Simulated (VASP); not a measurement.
# KMgF3 (Pm-3m) in VASP: a series of runs

KMgF3 is run at these levels: PBEsol, PBE, PBEsol+D3(BJ), PBEsol+D4; tasks: single point, relaxation of cell and atoms.

Everything below comes from runs of VASP 6.6.1. Logs are shortened: lines on timing, memory, paths and dates and some standing lists are left out, and cuts for length are marked.

### 1 The cell of the first run

Symmetry: Pm-3m, No. 221, cubic system. The conventional cell has a = 4.038 Å, b = 4.038 Å, c = 4.038 Å, α = 90.00°, β = 90.00°, γ = 90.00°. K (site symmetry m-3m) has 12 F at 2.86 Å and 8 Mg at 3.50 Å within 3.8 Å. Within 2.7 Å of Mg (site symmetry m-3m) lie 6 F at 2.02 Å. Within 2.7 Å of F (site symmetry 4/mmm) lie 2 Mg at 2.02 Å.

### 2 Single point, PBEsol (13.17 Å³/atom)

INCAR reads:

```
SYSTEM = KMgF3
PREC = Accurate
ENCUT = 520
EDIFF = 1E-6
ISMEAR = -1
SIGMA = 0.05
LREAL = .FALSE.
LASPH = .TRUE.
NELM = 60
ALGO = Normal
ISIF = 2
LWAVE = .FALSE.
LCHARG = .FALSE.
GGA = PS
NBANDS = 24
```

KPOINTS reads:

```
Automatic mesh
0
G
  7 7 7
  0 0 0
```

POSCAR reads:

```
KMgF3
1.0
    4.0383520677      0.0000000000      0.0000000000
    0.0000000000      4.0383520677      0.0000000000
    0.0000000000      0.0000000000      4.0383520677
K Mg F
1 1 3
Direct
    0.5000000000      0.5000000000      0.5000000000
    0.0000000000      0.0000000000      0.0000000000
    0.0000000000      0.0000000000      0.5000000000
    0.0000000000      0.5000000000      0.0000000000
    0.5000000000      0.0000000000      0.0000000000
```

Potentials or basis: VASP PAW PBE potentials, release 64 (K_sv, Mg, F).

Started as:

```bash
cat potpaw_PBE.64/K_sv/POTCAR potpaw_PBE.64/Mg/POTCAR potpaw_PBE.64/F/POTCAR > POTCAR
mpirun -np 1 vasp_std > vasp.out
```

OUTCAR:

```text
SYSTEM = KMgF3
   PREC = Accurate
   ENCUT = 520
   EDIFF = 1E-6
   ISMEAR = -1
   LREAL = .FALSE.
   LASPH = .TRUE.
   NELM = 60
   ISIF = 2
   GGA = PS

 ion  position               nearest neighbor table
   1  0.500  0.500  0.500-   3 2.86   4 2.86   5 2.86   4 2.86   5 2.86   3 2.86   5 2.86   5 2.86
                             3 2.86   4 2.86   4 2.86   3 2.86   2 3.50   2 3.50   2 3.50   2 3.50
   2  0.000  0.000  0.000-   3 2.02   4 2.02   5 2.02   3 2.02   4 2.02   5 2.02   1 3.50   1 3.50
                             1 3.50   1 3.50   1 3.50   1 3.50   1 3.50   1 3.50
   3  0.000  0.000  0.500-   2 2.02   2 2.02   1 2.86   1 2.86   1 2.86   1 2.86
   4  0.000  0.500  0.000-   2 2.02   2 2.02   1 2.86   1 2.86   1 2.86   1 2.86
   5  0.500  0.000  0.000-   2 2.02   2 2.02   1 2.86   1 2.86   1 2.86   1 2.86

  LATTYP: Found a simple cubic cell.
 ALAT       =     4.0383520677

  Lattice vectors:

 A1 = (   4.0383520677,   0.0000000000,   0.0000000000)
 A2 = (   0.0000000000,   4.0383520677,   0.0000000000)
 A3 = (   0.0000000000,   0.0000000000,   4.0383520677)

Analysis of symmetry for initial positions (statically):
=====================================================================
 Subroutine PRICEL returns:
 Original cell was already a primitive cell.

 Routine SETGRP: Setting up the symmetry group for a
 simple cubic supercell.

 Subroutine GETGRP returns: Found 48 space group operations
 (whereof 48 operations were pure point group operations)
 out of a pool of 48 trial point group operations.

The static configuration has the point symmetry O_h .

Analysis of symmetry for dynamics (positions and initial velocities):
=====================================================================
 Subroutine PRICEL returns:
 Original cell was already a primitive cell.

 Routine SETGRP: Setting up the symmetry group for a
 simple cubic supercell.

 Subroutine GETGRP returns: Found 48 space group operations
 (whereof 48 operations were pure point group operations)
 out of a pool of 48 trial point group operations.

The dynamic configuration has the point symmetry O_h .

 Subroutine INISYM returns: Found 48 space group operations
 (whereof 48 operations are pure point group operations),
 and found     1 'primitive' translations

----------------------------------------------------------------------------------------

                                     Primitive cell

  volume of cell :      65.8586

  direct lattice vectors                    reciprocal lattice vectors
     4.038352068  0.000000000  0.000000000     0.247625760  0.000000000  0.000000000
     0.000000000  4.038352068  0.000000000     0.000000000  0.247625760  0.000000000
     0.000000000  0.000000000  4.038352068     0.000000000  0.000000000  0.247625760

  length of vectors
     4.038352068  4.038352068  4.038352068     0.247625760  0.247625760  0.247625760

  position of ions in fractional coordinates (direct lattice)
     0.500000000  0.500000000  0.500000000
     0.000000000  0.000000000  0.000000000
     0.000000000  0.000000000  0.500000000
     0.000000000  0.500000000  0.000000000
     0.500000000  0.000000000  0.000000000

  ion indices of the primitive-cell ions
   primitive index   ion index
                 1           1
                 2           2
                 3           3
                 4           4
                 5           5

----------------------------------------------------------------------------------------

 KPOINTS: Automatic mesh

Automatic generation of k-mesh.
 Grid dimensions read from file:
 generate k-points for:    7    7    7

 Generating k-lattice:

  Cartesian coordinates                     Fractional coordinates (reciprocal lattice)
     0.035375109  0.000000000  0.000000000     0.142857143  0.000000000  0.000000000
     0.000000000  0.035375109  0.000000000     0.000000000  0.142857143  0.000000000
     0.000000000  0.000000000  0.035375109     0.000000000  0.000000000  0.142857143

  Length of vectors
     0.035375109  0.035375109  0.035375109

  Shift w.r.t. Gamma in fractional coordinates (k-lattice)
     0.000000000  0.000000000  0.000000000

 Subroutine IBZKPT returns following result:
 ===========================================

 Found     20 irreducible k-points:

 Following reciprocal coordinates:
            Coordinates               Weight
  0.000000  0.000000  0.000000      1.000000
  0.142857  0.000000  0.000000      6.000000
  0.285714  0.000000  0.000000      6.000000
  0.428571  0.000000  0.000000      6.000000
  0.142857  0.142857  0.000000     12.000000
  0.285714  0.142857  0.000000     24.000000
[... 12 lines left out ...]
  0.428571  0.428571  0.285714     24.000000
  0.428571  0.428571  0.428571      8.000000
   k-points           NKPTS =     20   k-points in BZ     NKDIM =     20   number of bands    NBANDS=     24
   number of dos      NEDOS =    301   number of ions     NIONS =      5
   total plane-waves  NPLWV =  27000
   dimension x,y,z NGX =    30 NGY =   30 NGZ =   30
   dimension x,y,z NGXF=    60 NGYF=   60 NGZF=   60
   ions per type =               1   1   3
   NGX,Y,Z   is equivalent  to a cutoff of  12.35, 12.35, 12.35 a.u.
   NGXF,Y,Z  is equivalent  to a cutoff of  24.70, 24.70, 24.70 a.u.
 SYSTEM =  KMgF3
   PREC   = accura    normal or accurate (medium, high low for compatibility)
   ISTART =      0    job   : 0-new  1-cont  2-samecut
   ICHARG =      2    charge: 1-file 2-atom 10-const
   ISPIN  =      1    spin polarized calculation?
   LNONCOLLINEAR =      F non collinear calculations
   LSORBIT =      F    spin-orbit coupling
   LASPH  =      T    aspherical Exc in radial PAW
   ENCUT  =  520.0 eV  38.22 Ry    6.18 a.u.   7.51  7.51  7.51*2*pi/ulx,y,z
   NELM   =     60;   NELMIN=  2; NELMDL= -5     # of ELM steps
   EDIFF  = 0.1E-05   stopping-criterion for ELM
   LREAL  =      F    real-space projection
   EDIFFG = 0.1E-04   stopping-criterion for IOM
   NSW    =      0    number of steps for IOM
   IBRION =     -1    ionic relax: 0-MD 1-quasi-New 2-CG
   NFREE  =      0    steps in history (QN), initial steepest desc. (CG)
   ISIF   =      2    stress and relaxation
   ISYM   =      2    0-nonsym 1-usesym 2-fastsym
   POTIM  = 0.5000    time-step for ionic-motion
   TEBEG  =    0.0;   TEEND  =   0.0 temperature during run
   PSTRESS=    0.0 pullay stress
   NELECT =      32.0000    total number of electrons
   NUPDOWN=      -1.0000    fix difference up-down
   EMIN   =  10.00;   EMAX   =-10.00  energy-range for DOS
   EFERMI =   0.00;   METHOD = LEGACY
   ISMEAR =    -1;   SIGMA  =   0.05  broadening in eV -4-tet -1-fermi 0-gaus
   EFERMI_NEDOS =   21; number of points for ismear=-14 and -15
   IALGO  =     38    algorithm
   IMIX   =      4    mixing-type and parameters
     AMIX     =   0.40;   BMIX     =  1.00
     AMIX_MAG =   1.60;   BMIX_MAG =  1.00
  volume/ion in A,a.u.               =      13.17        88.89
  Fermi-wavevector in a.u.,A,eV,Ry     =   1.287026  2.432126 22.537178  1.656436
  Thomas-Fermi vector in A             =   2.419065
   LORBIT       =      0    0 simple, 1 ext, 2 COOP (PROOUT), +10 PAW based schemes
   GGA     = PS    functional components
   LHFCALC =     F    Hartree Fock is set to
   AEXX    =    0.0000 exact exchange contribution
   IVDW    =     0    specifies the selected vdW correction
   LEPSILON=     F    determine dielectric tensor
   LRPA    =     F    only Hartree local field effects (RPA)
 non-spin polarized calculation
  energy-cutoff  :      520.00
  volume of cell :       65.86
 maximum number of plane-waves:      1800
 NGX is ok and might be reduce to    30
   NGX = 15   NGY = 15   NGZ = 15

 number of electron      31.9999958 magnetization

 Free energy of the ion-electron system (eV)
  ---------------------------------------------------
  ext. energy  EPLUGINS =         0.00000000
  ---------------------------------------------------
  free energy    TOTEN  =       -25.24516613 eV

  energy without entropy =      -25.24516613  energy(sigma->0) =      -25.24516613

 E-fermi :  -0.7183     XC(G=0):  -9.7429

 val. band max:       -1.9283889618   @ k =   0.4286   0.4286   0.4286
 cond. band min:       4.9429040350   @ k =   0.0000   0.0000   0.0000
 fundamental gap:      6.8712929969
 Fermi energy:        -0.7183187949

 k-point     1 :       0.0000    0.0000    0.0000
  band No.  band energies     occupation
      1     -27.4544      2.00000
      2     -21.8070      2.00000
      3     -21.1880      2.00000
      4     -21.1880      2.00000
      5     -11.0124      2.00000
      6     -11.0124      2.00000
[... 16 lines left out ...]
     23      11.5239      0.00000
     24      14.3633      0.00000

 k-point     2 :       0.1429    0.0000    0.0000
  band No.  band energies     occupation
      1     -27.4499      2.00000
      2     -21.7844      2.00000
      3     -21.2144      2.00000
      4     -21.1868      2.00000
      5     -11.0113      2.00000
      6     -11.0032      2.00000
[... 16 lines left out ...]
     23      11.5238      0.00000
     24      14.2865      0.00000

 k-point     3 :       0.2857    0.0000    0.0000
  band No.  band energies     occupation
      1     -27.4399      2.00000
      2     -21.7273      2.00000
      3     -21.2808      2.00000
      4     -21.1832      2.00000
      5     -11.0090      2.00000
      6     -10.9824      2.00000
[... 16 lines left out ...]
     23      11.5051      0.00000
     24      14.1059      0.00000
[... 406 lines left out ...]
 k-point    19 :       0.4286    0.4286    0.2857
  band No.  band energies     occupation
      1     -27.4076      2.00000
      2     -21.4275      2.00000
      3     -21.3588      2.00000
      4     -21.3342      2.00000
      5     -11.1359      2.00000
      6     -11.1314      2.00000
[... 16 lines left out ...]
     23      12.5058      0.00000
     24      12.6801      0.00000

 k-point    20 :       0.4286    0.4286    0.4286
  band No.  band energies     occupation
      1     -27.4033      2.00000
      2     -21.3879      2.00000
      3     -21.3531      2.00000
      4     -21.3531      2.00000
      5     -11.1661      2.00000
      6     -11.1661      2.00000
[... 16 lines left out ...]
     23      12.6412      0.00000
     24      12.9082      0.00000

------------------------ aborting loop because EDIFF is reached ----------------------------------------

  FORCE on cell =-STRESS in cart. coord.  units (eV):
  Direction    XX          YY          ZZ          XY          YZ          ZX
  --------------------------------------------------------------------------------------
  -------------------------------------------------------------------------------------
  Total       -1.1273139     -1.1273139     -1.1273139     -0.0000000     -0.0000000     -0.0000000
  in kB      -27.4247646    -27.4247646    -27.4247646     -0.0000000     -0.0000000     -0.0000000
  external PRESSURE =     -27.4247646 kB  Pullay stress =       0.0000000 kB

 VOLUME and BASIS-vectors are now :
 -----------------------------------------------------------------------------
  energy-cutoff  :      520.00
  volume of cell :       65.86
      direct lattice vectors                 reciprocal lattice vectors
     4.038352068  0.000000000  0.000000000     0.247625760  0.000000000  0.000000000
     0.000000000  4.038352068  0.000000000     0.000000000  0.247625760  0.000000000
     0.000000000  0.000000000  4.038352068     0.000000000  0.000000000  0.247625760

 POSITION                                       TOTAL-FORCE (eV/Angst)
 -----------------------------------------------------------------------------------
      2.01918      2.01918      2.01918         0.000000      0.000000      0.000000
      0.00000      0.00000      0.00000         0.000000      0.000000      0.000000
      0.00000      0.00000      2.01918         0.000000      0.000000      0.000000
      0.00000      2.01918      0.00000         0.000000      0.000000      0.000000
      2.01918      0.00000      0.00000         0.000000      0.000000      0.000000
 -----------------------------------------------------------------------------------
    total drift:                                0.000000     -0.000000      0.000000

  FREE ENERGIE OF THE ION-ELECTRON SYSTEM (eV)
  ---------------------------------------------------
  free  energy   TOTEN  =       -25.2451661341 eV

  energy  without entropy=      -25.2451661341  energy(sigma->0) =      -25.24516613
```

It took 28 s on 1 thread of Intel Xeon 8259CL, shared host; peak memory 0.18 GiB.

What came out:

- Free energy: -25.2452 eV
- Pressure: -2.7 GPa
- Band gap on the k mesh: 6.87 eV (least direct gap 7.16 eV)

Levels at points of the mesh, in eV from the valence-band top:
| k point | band 13 | band 14 | band 15 | band 16 | band 17 | band 18 | band 19 | band 20 |
| --- | --- | --- | --- | --- | --- | --- | --- | --- |
| (0.00, 0.00, 0.00) | -0.56 | -0.29 | -0.29 | -0.29 | 6.87 | 9.93 | 9.93 | 12.07 |

Caveat: the PAW data sets were made with another functional, which shifts forces and pressure a little; an odd mesh through Γ misses points on the zone boundary, where band edges can lie.

### 3 Single point, PBE

This run uses another cell than the first one, of 12.67 Å³/atom.

INCAR reads:

```
SYSTEM = KMgF3
  ALGO = Normal
  EDIFF = 1E-6
  EFERMI = MIDGAP
  ENCUT = 520
  GGA = PE
  GGA_COMPAT = .False.
  ISIF = 2
  ISMEAR = 0
  LASPH = .True.
  LCHARG = .False.
  LREAL = .False.
  LWAVE = .False.
  NELM = 120
  PREC = Accurate
  SIGMA = 0.03
```

KPOINTS reads:

```
Automatic mesh
0
Gamma
  6 6 6
  0 0 0
```

POSCAR, as its differences from that of step 2:

```diff
@@ -2,5 +2,5 @@
 1.0
-    4.0383520677      0.0000000000      0.0000000000
-    0.0000000000      4.0383520677      0.0000000000
-    0.0000000000      0.0000000000      4.0383520677
+    3.9859000000      0.0000000000      0.0000000000
+    0.0000000000      3.9859000000      0.0000000000
+    0.0000000000      0.0000000000      3.9859000000
 K Mg F
```

Potentials or basis: VASP PAW PBE potentials, release 64 (K_sv, Mg, F).

Started as:

```bash
cat potpaw_PBE.64/K_sv/POTCAR potpaw_PBE.64/Mg/POTCAR potpaw_PBE.64/F/POTCAR > POTCAR
mpirun -np 1 vasp_std > vasp.out
```

Wall time 11 s (1 thread of AMD EPYC 9R45 (Zen 5), shared host); peak memory 0.15 GiB.

Results (log left out):

```yaml
Free_energy: -24.4146 eV
Pressure: 3.4 GPa
Band_gap_on_the_k_mesh: 7.30 eV (least direct gap 7.63 eV)
```

Levels at points of the mesh, in eV from the valence-band top:
```
           k point  band 14  band 15  band 16  band 17  band 18  band 19
(0.00, 0.00, 0.00)    -0.32    -0.32    -0.32     7.30    10.08    10.08
(0.50, 0.00, 0.00)    -0.86    -0.53    -0.53    10.12    10.45    11.12
(0.50, 0.50, 0.00)    -0.89    -0.89    -0.02    10.92    11.70    12.63
(0.50, 0.50, 0.50)     0.00     0.00     0.00    10.44    10.44    10.44
```

Caveat: the cell stands under pressure.

### 4 Single point, PBE

This run uses another cell than the first one, of 12.67 Å³/atom.

INCAR, as its differences from that of step 3:

```diff
@@ -4,3 +4,3 @@
   EFERMI = MIDGAP
-  ENCUT = 520
+  ENCUT = 840
   GGA = PE
```

KPOINTS reads:

```
Automatic mesh
0
Gamma
  9 9 9
  0 0 0
```

POSCAR is that of step 3.

Started as:

```bash
cat potpaw_PBE.64/K_sv/POTCAR potpaw_PBE.64/Mg/POTCAR potpaw_PBE.64/F/POTCAR > POTCAR
mpirun -np 1 vasp_std > vasp.out
```

Run time: 40 s. Hardware: 1 thread of AMD EPYC 9R45 (Zen 5), shared host; peak memory 0.26 GiB.

Results (log left out):

* Free energy: -24.4340 eV
* Pressure: 3.5 GPa
* Band gap on the k mesh: 7.33 eV (least direct gap 7.63 eV)

Levels at points of the mesh, in eV from the valence-band top:
| k point | band 14 | band 15 | band 16 | band 17 | band 18 | band 19 |
| --- | --- | --- | --- | --- | --- | --- |
| (0.00, 0.00, 0.00) | -0.30 | -0.30 | -0.30 | 7.33 | 10.11 | 10.11 |

Caveat: the cell stands under pressure; an odd mesh through Γ misses points on the zone boundary, where band edges can lie. PBE gaps usually lie below the measured ones, often by a third to a half.

### 5 Relaxation of cell and atoms, PBEsol+D3(BJ)

This run uses another cell than the first one, of 12.67 Å³/atom.

INCAR reads:

```
SYSTEM = KMgF3
  ALGO = Normal
  EDIFF = 1E-6
  EDIFFG = -0.01
  ENCUT = 600
  GGA = PS
  IBRION = 2
  ISIF = 3
  ISMEAR = -1
  IVDW = 12
  LASPH = .TRUE.
  LCHARG = .FALSE.
  LREAL = .FALSE.
  LWAVE = .FALSE.
  NELM = 100
  NSW = 60
  PREC = Accurate
  SIGMA = 0.05
```

KPOINTS reads:

```
k-points
0
G
  7 7 7
  0 0 0
```

POSCAR is that of step 4.

Started as:

```bash
cat potpaw_PBE.64/K_sv/POTCAR potpaw_PBE.64/Mg/POTCAR potpaw_PBE.64/F/POTCAR > POTCAR
mpirun -np 1 vasp_std > vasp.out
```

Wall time 1.7 min (1 thread of Intel Xeon 8259CL, shared host); peak memory 0.21 GiB.

Results (log left out):

- Free energy: -26.0332 eV
- Relaxed volume: 12.30 Å³/atom
- Relaxed cell: a = 3.947 Å, b = 3.947 Å, c = 3.947 Å, α = 90.00°, β = 90.00°, γ = 90.00°
- Space group after relaxing (to 0.1 Å): Pm-3m (No. 221)
- Energy gained by relaxing: 2.5 meV/atom
- Ionic steps: 3
- Pressure after relaxing: 0.0 GPa
- Band gap on the k mesh: 7.38 eV (least direct gap 7.67 eV)
- Dispersion energy per atom: -0.155 eV

The path:
```csv
step,energy change (eV),largest force (eV/Å),pressure (GPa),volume (Å³)
1,0.0000,0.0000,-2.15,63.33
2,-0.0123,0.0000,-0.34,61.78
3,-0.0125,0.0000,0.00,61.51
```

Final structure:
```
CELL_PARAMETERS angstrom
3.94748 0.00000 0.00000
0.00000 3.94748 0.00000
0.00000 0.00000 3.94748
ATOMIC_POSITIONS crystal
K 0.50000 0.50000 0.50000
Mg 0.00000 0.00000 0.00000
F 0.00000 0.00000 0.50000
F 0.00000 0.50000 0.00000
F 0.50000 0.00000 0.00000
```

Levels at points of the mesh, in eV from the valence-band top:
| k point | band 14 | band 15 | band 16 | band 17 | band 18 | band 19 |
| --- | --- | --- | --- | --- | --- | --- |
| (0.00, 0.00, 0.00) | -0.29 | -0.29 | -0.29 | 7.38 | 10.01 | 10.01 |

Caveat: the PAW data sets were made with another functional, which shifts forces and pressure a little; an odd mesh through Γ misses points on the zone boundary, where band edges can lie.

(Continued in part 2 of 2.)
